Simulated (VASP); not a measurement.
# TiAl5 (P4/mmm) in VASP: notebook, part 2 of 2

VASP 6.6.1. Earlier steps stand in the parts before.

## 3. Relaxation of cell and atoms, PBEsol

This run uses another cell than the first one, of 16.58 Å³/atom, 1.018 times its volume.

Input file INCAR:

```
  ALGO = Fast
  EDIFF = 1E-6
  EDIFFG = -0.01
  ENCUT = 600
  GGA = PS
  IBRION = 2
  ISIF = 3
  ISMEAR = 0
  LASPH = T
  LCHARG = F
  LREAL = F
  LWAVE = F
  NELM = 80
  NSW = 65
  PREC = Accurate
  SIGMA = 0.1
```

Input file KPOINTS:

```
k-points
0
Gamma
  12 12 4
```

Input file POSCAR:

```
TiAl5
1.0
    3.2124590049      0.0000000000      0.0000000000
    0.0000000000      3.2124590049      0.0000000000
    0.0000000000      0.0000000000      9.6373770147
Al Ti
5 1
Direct
    0.0000000000      0.0000000000      0.0000000000
    0.5000000000      0.5000000000      0.1666666667
    0.0000000000      0.0000000000      0.3333333333
    0.5000000000      0.5000000000      0.5000000000
    0.0000000000      0.0000000000      0.6666666667
    0.5000000000      0.5000000000      0.8333333333
```

Potentials or basis: VASP PAW PBE potentials, release 64 (Al, Ti_sv).

On the command line:

```sh
> cat potpaw_PBE.64/Al/POTCAR potpaw_PBE.64/Ti_sv/POTCAR > POTCAR
> mpirun -np 1 vasp_std > vasp.out
```

OUTCAR:

```text
EDIFF = 1E-6
   EDIFFG = -0.01
   ENCUT = 600
   GGA = PS
   IBRION = 2
   ISIF = 3
   ISMEAR = 0
   LASPH = T
   LREAL = F
   NELM = 80
   NSW = 65
   PREC = Accurate

 ion  position               nearest neighbor table
   1  0.000  0.000  0.000-   2 2.78   6 2.78   2 2.78   6 2.78   2 2.78   6 2.78   2 2.78   6 2.78
                             5 3.21   3 3.21
   2  0.500  0.500  0.167-   3 2.78   3 2.78   3 2.78   3 2.78   1 2.78   1 2.78   1 2.78   1 2.78
                             4 3.21
   3  0.000  0.000  0.333-   2 2.78   2 2.78   2 2.78   2 2.78   4 2.78   4 2.78   4 2.78   4 2.78
                             1 3.21   5 3.21
   4  0.500  0.500  0.500-   3 2.78   5 2.78   3 2.78   5 2.78   3 2.78   5 2.78   3 2.78   5 2.78
                             2 3.21
   5  0.000  0.000  0.667-   6 2.78   6 2.78   6 2.78   6 2.78   4 2.78   4 2.78   4 2.78   4 2.78
                             1 3.21   3 3.21
   6  0.500  0.500  0.833-   5 2.78   5 2.78   5 2.78   5 2.78   1 2.78   1 2.78   1 2.78   1 2.78
[... 413 lines left out ...]
 cond. band min:       8.0402096381   @ k =   0.3333   0.0833   0.5000
 fundamental gap:      0.0084441353
 Fermi energy:         8.0372461345

 k-point     1 :       0.0000    0.0000    0.0000
  band No.  band energies     occupation
      1     -48.3139      2.00000
      2     -24.7387      2.00000
      3     -24.6542      2.00000
      4     -24.6542      2.00000
      5      -2.6319      2.00000
      6      -0.5435      2.00000
[... 457 lines left out ...]
      4     -24.7056      2.00000
      5       0.8760      2.00000
      6       2.7314      2.00000
[... 9 lines left out ...]
     16       8.0881      0.47176
     17       8.9752      0.00000

 [... further k-points ...]

------------------------ aborting loop because EDIFF is reached ----------------------------------------

  FORCE on cell =-STRESS in cart. coord.  units (eV):
  Direction    XX          YY          ZZ          XY          YZ          ZX
  --------------------------------------------------------------------------------------
  -------------------------------------------------------------------------------------
  Total       -0.0208154     -0.0208154      0.0421042      0.0000000      0.0000000      0.0000000
  in kB       -0.3409383     -0.3409383      0.6896310      0.0000000      0.0000000      0.0000000
  external PRESSURE =       0.0025848 kB  Pullay stress =       0.0000000 kB
[... 21 lines left out ...]
  FREE ENERGIE OF THE ION-ELECTRON SYSTEM (eV)
  ---------------------------------------------------
  free  energy   TOTEN  =       -29.4781821930 eV

  energy  without entropy=      -29.4545587938  energy(sigma->0) =      -29.46637049

 reached required accuracy - stopping structural energy minimisation
```

OSZICAR:

```text
N       E                     dE             d eps       ncg     rms          rms(c)
DAV:   1     0.159709173562E+03    0.15971E+03   -0.12676E+04  2856   0.156E+03
DAV:   2    -0.112051634439E+02   -0.17091E+03   -0.16913E+03  2880   0.361E+02
DAV:   3    -0.299285259515E+02   -0.18723E+02   -0.18349E+02  5286   0.916E+01
[... 630 lines left out ...]
RMM:   2    -0.294783682491E+02   -0.12278E-03   -0.15087E-03  3731   0.261E-01    0.754E-02
RMM:   3    -0.294781753831E+02    0.19287E-03   -0.23919E-04  3287   0.135E-01    0.113E-02
RMM:   4    -0.294781817821E+02   -0.63990E-05   -0.12572E-04  3330   0.457E-02    0.905E-03
RMM:   5    -0.294781812261E+02    0.55607E-06   -0.16071E-05  3386   0.336E-02    0.233E-03
RMM:   6    -0.294781821930E+02   -0.96693E-06   -0.59827E-06  2568   0.160E-02
  24 F= -.29478182E+02 E0= -.29466370E+02  d E =-.180608E-03
```

Run time: 78 min. Hardware: 1 thread of AMD EPYC 9R45 (Zen 5), shared host; peak memory 0.35 GiB.

Results:

```
Free energy                            : -29.4782 eV
Relaxed volume                         : 16.30 Å³/atom
Relaxed cell                           : a = 3.427 Å, b = 3.427 Å, c = 8.329 Å, α = 90.00°, β = 90.00°, γ = 90.00°
Space group after relaxing (to 0.05 Å) : P4/mmm (No. 123)
Energy gained by relaxing              : 79.0 meV/atom
Ionic steps                            : 24
Pressure after relaxing                : 0.0 GPa
Largest force after relaxing           : 0.009 eV/Å
```

Forces on the atoms (eV/Å):
```
Al   0.000  0.000 -0.009
Al   0.000  0.000  0.002
Al   0.000  0.000  0.000
Al   0.000  0.000 -0.002
Al   0.000  0.000  0.009
Ti   0.000  0.000  0.000
```

Step by step:
```
step  energy change (eV)  largest force (eV/Å)  pressure (GPa)  volume (Å³)
   1              0.0000                0.2454           -2.00        99.46
   2             -0.0368                0.1701            0.46        96.51
   3             -0.0382                0.1590            0.83        95.97
   4             -0.0726                0.1271            1.12        95.93
   5             -0.2308                0.1043            1.58        95.65
   6             -0.2405                1.3471            5.39        94.27
   7             -0.3520                0.3282            2.37        95.28
   8             -0.3758                0.6989            3.58        94.83
   9             -0.3816                0.5684            3.17        94.97
  10             -0.3967                0.6235            2.72        95.56
  11             -0.4015                0.7094            2.18        96.32
  12             -0.4019                0.6905            2.26        96.16
  13             -0.4166                0.6101            1.65        96.68
  14             -0.4427                0.3950           -0.10        98.24
  15             -0.4223                0.0998           -3.22       101.42
  16             -0.4465                0.2836           -1.09        99.16
  17             -0.4537                0.2361           -0.92        98.92
  18             -0.4685                0.1163           -0.33        98.19
  19             -0.4654                0.1897            0.95        96.73
  20             -0.4727                0.0954            0.26        97.56
  21             -0.4736                0.0628            0.08        97.76
  22             -0.4740                0.0245           -0.13        97.98
  23             -0.4741                0.0127           -0.05        97.86
  24             -0.4741                0.0091            0.00        97.82
```

Final structure:
```yaml
crystal:
  lattice:
    - [3.42703, 0.00000, 0.00000]
    - [0.00000, 3.42703, 0.00000]
    - [0.00000, 0.00000, 8.32880]
  atoms:
    - { symbol: Al, position: [0.00000, 0.00000, 0.99767] }
    - { symbol: Al, position: [0.50000, 0.50000, 0.16604] }
    - { symbol: Al, position: [0.00000, 0.00000, 0.33333] }
    - { symbol: Al, position: [0.50000, 0.50000, 0.50062] }
    - { symbol: Al, position: [0.00000, 0.00000, 0.66900] }
    - { symbol: Ti, position: [0.50000, 0.50000, 0.83333] }
```

Levels at points of the mesh, in eV from the Fermi level:
```
           k point  band 9  band 10  band 11  band 12  band 13  band 14  band 15  band 16  band 17
(0.00, 0.00, 0.00)   -1.88    -0.72     0.35     0.35     0.66     0.66     1.06     1.67     2.87
(0.50, 0.00, 0.00)   -4.94    -4.32    -1.05    -0.83     0.07     0.52     1.02     1.45     2.52
(0.50, 0.50, 0.00)   -3.53    -3.24    -3.24    -2.92    -2.00    -1.41    -1.40    -1.40     0.80
(0.00, 0.00, 0.50)   -0.75    -0.71     0.06     0.06     1.59     1.59     1.67     1.83     1.91
(0.50, 0.00, 0.50)   -3.37    -3.05    -2.84    -1.83     0.08     0.67     0.99     1.83     2.71
(0.50, 0.50, 0.50)   -4.35    -3.18    -3.18    -2.95    -1.74    -1.48    -1.48     0.03     1.03
```

Caveat: the PAW data sets were made with another functional, which shifts forces and pressure a little.
